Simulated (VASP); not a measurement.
# SiC3 in VASP: notebook

SiC3 is run at these levels: PBE; tasks: single point.

Program: VASP 6.6.1. These are calculated values, not measurements. Logs are shortened: lines on timing, memory, paths and dates and some standing lists are left out, and cuts for length are marked.

### Step 1. The cell of the first run

The typed cell holds 4 atoms: a = 3.623 Å, b = 3.623 Å, c = 3.641 Å, α = 90.00°, β = 90.00°, γ = 120.00°.

The cell was built from a structure type or drawn by symmetry, and may not be a known phase.

### Step 2. Single point, PBE

The input, INCAR:

```
ALGO = Normal
EDIFF = 1E-6
ENCUT = 600
GGA = PE
GGA_COMPAT = F
ISIF = 2
ISMEAR = 0
LASPH = T
LCHARG = F
LREAL = F
LWAVE = F
NBANDS = 16
NELM = 120
PREC = Accurate
SIGMA = 0.2
```

The input, KPOINTS:

```
k-points
0
Gamma
  5 5 5
```

The input, POSCAR:

```
SiC3
1.0
    3.6234801552      0.0000000024      0.0000000000
   -1.8117400797      3.1380258633      0.0000000000
    0.0000000000      0.0000000000      3.6406669336
Si C
1 3
Direct
    0.0000000000      0.0000000000      0.3048991040
    0.3333333333      0.6666666667      0.3061182550
    0.6666666667      0.3333333333      0.3061182550
    0.0000000000      0.0000000000      0.8047762159
```

Potentials or basis: VASP PAW PBE potentials, release 64 (Si, C).

On the command line:

```sh
> cat potpaw_PBE.64/Si/POTCAR potpaw_PBE.64/C/POTCAR > POTCAR
> mpirun -np 1 vasp_std > vasp.out
```

OUTCAR:

```text
EDIFF = 1E-6
   ENCUT = 600
   GGA = PE
   ISIF = 2
   ISMEAR = 0
   LASPH = T
   LREAL = F
   NELM = 120
   PREC = Accurate

 ion  position               nearest neighbor table
   1  0.000  0.000  0.305-   4 1.82   4 1.82   2 2.09   3 2.09   3 2.09   2 2.09   3 2.09   2 2.09

   2  0.333  0.667  0.306-   1 2.09   1 2.09   1 2.09
   3  0.667  0.333  0.306-   1 2.09   1 2.09   1 2.09
   4  0.000  0.000  0.805-   1 1.82   1 1.82

  LATTYP: Found a hexagonal cell.
 ALAT       =     3.6234801552
 C/A-ratio  =     1.0047431689

  Lattice vectors:

 A1 = (   3.6234801552,   0.0000000024,   0.0000000000)
 A2 = (  -1.8117400797,   3.1380258633,   0.0000000000)
 A3 = (   0.0000000000,   0.0000000000,   3.6406669336)

Analysis of symmetry for initial positions (statically):
=====================================================================
 Subroutine PRICEL returns:
 Original cell was already a primitive cell.

 Routine SETGRP: Setting up the symmetry group for a
 hexagonal supercell.

 Subroutine GETGRP returns: Found 12 space group operations
 (whereof 12 operations were pure point group operations)
 out of a pool of 24 trial point group operations.

The static configuration has the point symmetry C_6v.

Analysis of symmetry for dynamics (positions and initial velocities):
=====================================================================
 Subroutine PRICEL returns:
 Original cell was already a primitive cell.

 Routine SETGRP: Setting up the symmetry group for a
 hexagonal supercell.

 Subroutine GETGRP returns: Found 12 space group operations
 (whereof 12 operations were pure point group operations)
 out of a pool of 24 trial point group operations.

The dynamic configuration has the point symmetry C_6v.

 Subroutine INISYM returns: Found 12 space group operations
 (whereof 12 operations are pure point group operations),
 and found     1 'primitive' translations

----------------------------------------------------------------------------------------

                                     Primitive cell

  volume of cell :      41.3965

  direct lattice vectors                    reciprocal lattice vectors
     3.623480155  0.000000002  0.000000000     0.275977777  0.159335844  0.000000000
    -1.811740080  3.138025863  0.000000000    -0.000000000  0.318671688  0.000000000
     0.000000000  0.000000000  3.640666934     0.000000000  0.000000000  0.274674948

  length of vectors
     3.623480155  3.623480155  3.640666934     0.318671688  0.318671688  0.274674948

  position of ions in fractional coordinates (direct lattice)
     0.000000000  0.000000000  0.304899104
     0.333333333  0.666666667  0.306118255
     0.666666667  0.333333333  0.306118255
     0.000000000  0.000000000  0.804776216

  ion indices of the primitive-cell ions
   primitive index   ion index
                 1           1
                 2           2
                 3           3
                 4           4

----------------------------------------------------------------------------------------

 KPOINTS: k-points

Automatic generation of k-mesh.
 Grid dimensions read from file:
 generate k-points for:    5    5    5

 Generating k-lattice:

  Cartesian coordinates                     Fractional coordinates (reciprocal lattice)
     0.055195555  0.031867169  0.000000000     0.200000000  0.000000000  0.000000000
    -0.000000000  0.063734338  0.000000000     0.000000000  0.200000000  0.000000000
     0.000000000  0.000000000  0.054934990     0.000000000  0.000000000  0.200000000

  Length of vectors
     0.063734338  0.063734338  0.054934990

  Shift w.r.t. Gamma in fractional coordinates (k-lattice)
     0.000000000  0.000000000  0.000000000

 Subroutine IBZKPT returns following result:
 ===========================================

 Found     15 irreducible k-points:

 Following reciprocal coordinates:
            Coordinates               Weight
  0.000000  0.000000  0.000000      1.000000
  0.200000  0.000000  0.000000      6.000000
  0.400000 -0.000000  0.000000      6.000000
  0.200000  0.200000  0.000000      6.000000
  0.400000  0.200000  0.000000      6.000000
  0.000000  0.000000  0.200000      2.000000
  0.200000  0.000000  0.200000     12.000000
  0.400000 -0.000000  0.200000     12.000000
  0.200000  0.200000  0.200000     12.000000
  0.400000  0.200000  0.200000     12.000000
  0.000000  0.000000  0.400000      2.000000
  0.200000  0.000000  0.400000     12.000000
  0.400000 -0.000000  0.400000     12.000000
  0.200000  0.200000  0.400000     12.000000
  0.400000  0.200000  0.400000     12.000000
   k-points           NKPTS =     15   k-points in BZ     NKDIM =     15   number of bands    NBANDS=     16
   number of dos      NEDOS =    301   number of ions     NIONS =      4
   total plane-waves  NPLWV =  27000
   dimension x,y,z NGX =    30 NGY =   30 NGZ =   30
   dimension x,y,z NGXF=    60 NGYF=   60 NGZF=   60
   ions per type =               1   3
   NGX,Y,Z   is equivalent  to a cutoff of  13.76, 13.76, 13.70 a.u.
   NGXF,Y,Z  is equivalent  to a cutoff of  27.53, 27.53, 27.40 a.u.
 SYSTEM =  unknown system
   PREC   = accura    normal or accurate (medium, high low for compatibility)
   ISTART =      0    job   : 0-new  1-cont  2-samecut
   ICHARG =      2    charge: 1-file 2-atom 10-const
   ISPIN  =      1    spin polarized calculation?
   LNONCOLLINEAR =      F non collinear calculations
   LSORBIT =      F    spin-orbit coupling
   LASPH  =      T    aspherical Exc in radial PAW
   ENCUT  =  600.0 eV  44.10 Ry    6.64 a.u.   7.24  7.24  7.27*2*pi/ulx,y,z
   NELM   =    120;   NELMIN=  2; NELMDL= -5     # of ELM steps
   EDIFF  = 0.1E-05   stopping-criterion for ELM
   LREAL  =      F    real-space projection
   EDIFFG = 0.1E-04   stopping-criterion for IOM
   NSW    =      0    number of steps for IOM
   IBRION =     -1    ionic relax: 0-MD 1-quasi-New 2-CG
   NFREE  =      0    steps in history (QN), initial steepest desc. (CG)
   ISIF   =      2    stress and relaxation
   ISYM   =      2    0-nonsym 1-usesym 2-fastsym
   POTIM  = 0.5000    time-step for ionic-motion
   TEBEG  =    0.0;   TEEND  =   0.0 temperature during run
   PSTRESS=    0.0 pullay stress
   NELECT =      16.0000    total number of electrons
   NUPDOWN=      -1.0000    fix difference up-down
   EMIN   =  10.00;   EMAX   =-10.00  energy-range for DOS
   EFERMI =   0.00;   METHOD = LEGACY
   ISMEAR =     0;   SIGMA  =   0.20  broadening in eV -4-tet -1-fermi 0-gaus
   EFERMI_NEDOS =   21; number of points for ismear=-14 and -15
   IALGO  =     38    algorithm
   IMIX   =      4    mixing-type and parameters
     AMIX     =   0.40;   BMIX     =  1.00
     AMIX_MAG =   1.60;   BMIX_MAG =  1.00
  volume/ion in A,a.u.               =      10.35        69.84
  Fermi-wavevector in a.u.,A,eV,Ry     =   1.192505  2.253509 19.348427  1.422069
  Thomas-Fermi vector in A             =   2.328542
   LORBIT       =      0    0 simple, 1 ext, 2 COOP (PROOUT), +10 PAW based schemes
   GGA     = PE    functional components
   LHFCALC =     F    Hartree Fock is set to
   AEXX    =    0.0000 exact exchange contribution
   IVDW    =     0    specifies the selected vdW correction
   LEPSILON=     F    determine dielectric tensor
   LRPA    =     F    only Hartree local field effects (RPA)
 non-spin polarized calculation
 Gauss-broadening in eV      SIGMA  =   0.20
  energy-cutoff  :      600.00
  volume of cell :       41.40
 maximum number of plane-waves:      1389
 NGX is ok and might be reduce to    30
   NGX = 15   NGY = 15   NGZ = 15

 number of electron      16.0000000 magnetization

 Free energy of the ion-electron system (eV)
  ---------------------------------------------------
  ext. energy  EPLUGINS =         0.00000000
  ---------------------------------------------------
  free energy    TOTEN  =       -21.84012999 eV

  energy without entropy =      -21.80826757  energy(sigma->0) =      -21.82419878

 E-fermi :   5.8548     XC(G=0): -10.9563

 val. band max:        5.8250896297   @ k =   0.2000   0.0000   0.0000
 cond. band min:       5.9372765276   @ k =   0.4000  -0.0000   0.0000
 fundamental gap:      0.1121868980
 Fermi energy:         5.8547673675

 k-point     1 :       0.0000    0.0000    0.0000
  band No.  band energies     occupation
      1     -10.5348      2.00000
      2      -2.9092      2.00000
      3      -0.4830      2.00000
      4       1.3028      2.00000
      5       1.5089      2.00000
      6       1.5089      2.00000
[... 8 lines left out ...]
     15      17.4595      0.00000
     16      17.4595      0.00000

 k-point     2 :       0.2000    0.0000    0.0000
  band No.  band energies     occupation
      1     -10.0317      2.00000
      2      -3.5996      2.00000
      3      -1.6478      2.00000
      4      -0.1107      2.00000
      5      -0.0554      2.00000
      6       2.2087      2.00000
[... 8 lines left out ...]
     15      17.2393      0.00000
     16      17.7523      0.00000

 k-point     3 :       0.4000   -0.0000    0.0000
  band No.  band energies     occupation
      1      -8.5565      2.00000
      2      -6.1370      2.00000
      3      -2.5652      2.00000
      4      -1.0510      2.00000
      5       0.7219      2.00000
      6       2.9207      2.00000
[... 8 lines left out ...]
     15      16.3104      0.00000
     16      17.2681      0.00000

 k-point     4 :       0.2000    0.2000    0.0000
  band No.  band energies     occupation
      1      -9.0399      2.00000
      2      -4.7354      2.00000
      3      -3.9501      2.00000
      4       0.0068      2.00000
      5       0.5125      2.00000
      6       3.1616      2.00000
[... 8 lines left out ...]
     15      17.0717      0.00000
     16      17.9850      0.00000

 k-point     5 :       0.4000    0.2000    0.0000
  band No.  band energies     occupation
      1      -7.3543      2.00000
      2      -6.8306      2.00000
      3      -4.7242      2.00000
      4       0.1229      2.00000
      5       1.0395      2.00000
      6       3.9827      2.00000
[... 8 lines left out ...]
     15      17.1306      0.00000
     16      17.2577      0.00000

 k-point     6 :       0.0000    0.0000    0.2000
  band No.  band energies     occupation
      1     -10.3010      2.00000
      2      -4.0912      2.00000
      3       0.4808      2.00000
      4       1.3651      2.00000
      5       1.5554      2.00000
      6       1.5554      2.00000
[... 8 lines left out ...]
     15      18.2083      0.00000
     16      18.2083      0.00000

 k-point     7 :       0.2000    0.0000    0.2000
  band No.  band energies     occupation
      1      -9.7971      2.00000
      2      -4.1390      2.00000
      3      -1.9658      2.00000
      4       0.0829      2.00000
      5       0.0934      2.00000
      6       2.9756      2.00000
[... 8 lines left out ...]
     15      17.2772      0.00000
     16      17.8910      0.00000

 k-point     8 :       0.4000   -0.0000    0.2000
  band No.  band energies     occupation
      1      -8.3150      2.00000
      2      -5.9591      2.00000
      3      -3.1303      2.00000
      4      -0.8925      2.00000
      5      -0.0057      2.00000
      6       3.0161      2.00000
[... 8 lines left out ...]
     15      16.6891      0.00000
     16      18.1588      0.00000

 k-point     9 :       0.2000    0.2000    0.2000
  band No.  band energies     occupation
      1      -8.8027      2.00000
      2      -4.7011      2.00000
      3      -3.8419      2.00000
      4      -1.6938      2.00000
      5       1.9121      2.00000
      6       3.3221      2.00000
[... 8 lines left out ...]
     15      17.2952      0.00000
     16      17.4038      0.00000

 k-point    10 :       0.4000    0.2000    0.2000
  band No.  band energies     occupation
      1      -7.0352      2.00000
      2      -6.7086      2.00000
      3      -4.6238      2.00000
      4      -1.6439      2.00000
      5       2.1782      2.00000
      6       3.0388      2.00000
[... 8 lines left out ...]
     15      17.7149      0.00000
     16      17.9802      0.00000

 k-point    11 :       0.0000    0.0000    0.4000
  band No.  band energies     occupation
      1      -9.8162      2.00000
      2      -5.5004      2.00000
      3       1.4714      2.00000
      4       1.6328      2.00000
      5       1.6328      2.00000
      6       1.6346      2.00000
[... 8 lines left out ...]
     15      17.6892      0.00000
     16      17.6892      0.00000

 k-point    12 :       0.2000    0.0000    0.4000
  band No.  band energies     occupation
      1      -9.3091      2.00000
      2      -5.2410      2.00000
      3      -1.9535      2.00000
      4       0.3645      2.00000
      5       0.4777      2.00000
      6       3.1835      2.00000
[... 8 lines left out ...]
     15      17.8767      0.00000
     16      18.1367      0.00000

 k-point    13 :       0.4000   -0.0000    0.4000
  band No.  band energies     occupation
      1      -7.8125      2.00000
      2      -5.4710      2.00000
      3      -4.4420      2.00000
      4      -0.5984      2.00000
      5      -0.2526      2.00000
      6       1.5930      2.00000
[... 8 lines left out ...]
     15      16.5211      0.00000
     16      18.5608      0.00000

 k-point    14 :       0.2000    0.2000    0.4000
  band No.  band energies     occupation
      1      -8.3060      2.00000
      2      -4.9123      2.00000
      3      -3.6523      2.00000
      4      -2.7331      2.00000
      5       2.1198      2.00000
      6       2.7924      2.00000
[... 8 lines left out ...]
     15      17.5145      0.00000
     16      18.3591      0.00000

 k-point    15 :       0.4000    0.2000    0.4000
  band No.  band energies     occupation
      1      -6.4916      2.00000
      2      -6.2195      2.00000
      3      -4.5832      2.00000
      4      -3.3593      2.00000
      5       1.6886      2.00000
      6       2.7853      2.00000
[... 8 lines left out ...]
     15      17.4408      0.00000
     16      18.0930      0.00000

------------------------ aborting loop because EDIFF is reached ----------------------------------------

  FORCE on cell =-STRESS in cart. coord.  units (eV):
  Direction    XX          YY          ZZ          XY          YZ          ZX
  --------------------------------------------------------------------------------------
  -------------------------------------------------------------------------------------
  Total       -0.0154965     -0.0154965     -0.0490310      0.0000000      0.0000000      0.0000000
  in kB       -0.5997633     -0.5997633     -1.8976599      0.0000000      0.0000000      0.0000000
  external PRESSURE =      -1.0323955 kB  Pullay stress =       0.0000000 kB

 VOLUME and BASIS-vectors are now :
 -----------------------------------------------------------------------------
  energy-cutoff  :      600.00
  volume of cell :       41.40
      direct lattice vectors                 reciprocal lattice vectors
     3.623480155  0.000000002  0.000000000     0.275977777  0.159335844  0.000000000
    -1.811740080  3.138025863  0.000000000    -0.000000000  0.318671688  0.000000000
     0.000000000  0.000000000  3.640666934     0.000000000  0.000000000  0.274674948

 POSITION                                       TOTAL-FORCE (eV/Angst)
 -----------------------------------------------------------------------------------
      0.00000      0.00000      1.11004        -0.000000      0.000000     -0.004026
     -0.00000      2.09202      1.11447        -0.000000      0.000000     -0.002693
      1.81174      1.04601      1.11447         0.000000     -0.000000     -0.002693
      0.00000      0.00000      2.92992        -0.000000      0.000000      0.009413
 -----------------------------------------------------------------------------------
    total drift:                                0.000000      0.000000      0.000045

  FREE ENERGIE OF THE ION-ELECTRON SYSTEM (eV)
  ---------------------------------------------------
  free  energy   TOTEN  =       -21.8401299914 eV

  energy  without entropy=      -21.8082675715  energy(sigma->0) =      -21.82419878
```

Wall time 8.6 s (1 thread of Intel Xeon Platinum 8488C (Sapphire Rapids), shared host); peak memory 0.16 GiB.

Results:

```
Free energy            : -21.8401 eV
Pressure               : -0.1 GPa
Largest force          : 0.009 eV/Å
Band gap on the k mesh : zero (bands 8 and 9 overlap by 1.56 eV)
```

Forces on the atoms (eV/Å):
```
Si   0.000  0.000 -0.004
C    0.000  0.000 -0.003
C    0.000  0.000 -0.003
C    0.000  0.000  0.009
```

Stress tensor (GPa, compression positive):
```
-0.06  0.00  0.00
 0.00 -0.06  0.00
 0.00  0.00 -0.19
```

Levels at points of the mesh, in eV from the Fermi level:
```
           k point  band 6  band 7  band 8  band 9  band 10  band 11
(0.00, 0.00, 0.00)   -4.35   -3.48   -3.48    0.52     2.76     2.76
```

Caveat: the k points lie up to 0.40 Å⁻¹ apart, too coarse for converged energies and pressures of a metal.

### Step 3. Single point, PBE

The input, INCAR:

```
SYSTEM = SiC3
PREC = Accurate ; ENCUT = 600
EDIFF = 1E-6 ; ISMEAR = 0
SIGMA = 0.2 ; LREAL = .FALSE.
LASPH = .TRUE. ; NELM = 120
ALGO = Normal ; ISIF = 2
LWAVE = .FALSE. ; LCHARG = .FALSE.
GGA = PE ; NBANDS = 16
GGA_COMPAT = .FALSE.
```

The input, KPOINTS:

```
Automatic mesh
0
G
  6 6 5
  0 0 0
```

The input, POSCAR:

```
SiC3
1.0
    3.6184216962      0.0000000000      0.0000000000
   -1.8092108481      3.1336451105      0.0000000000
    0.0000000000      0.0000000000      3.6563665803
Si C
1 3
Direct
    0.0000000000      0.0000000000      0.0000000000
    0.0000000000      0.0000000000      0.5000000000
    0.3333333333      0.6666666667      0.0000000000
    0.6666666667      0.3333333333      0.0000000000
```

Potentials or basis: VASP PAW PBE potentials, release 64 (Si, C).

On the command line:

```sh
> cat potpaw_PBE.64/Si/POTCAR potpaw_PBE.64/C/POTCAR > POTCAR
> mpirun -np 1 vasp_std > vasp.out
```

Wall time 11 s (1 thread of Intel Xeon Platinum 8488C (Sapphire Rapids), shared host); peak memory 0.16 GiB.

It converged, with:

| Item | Value |
| --- | --- |
| Free energy | -21.8861 eV |
| Pressure | -0.5 GPa |
| Band gap on the k mesh | zero (bands 8 and 9 overlap by 1.63 eV) |

Levels at points of the mesh, in eV from the Fermi level:
```csv
k point,band 6,band 7,band 8,band 9,band 10,band 11
"(0.00, 0.00, 0.00)",-4.36,-3.46,-3.46,0.52,2.71,2.71
"(0.50, 0.00, 0.00)",-2.77,-1.45,-0.26,1.08,1.21,3.39
```
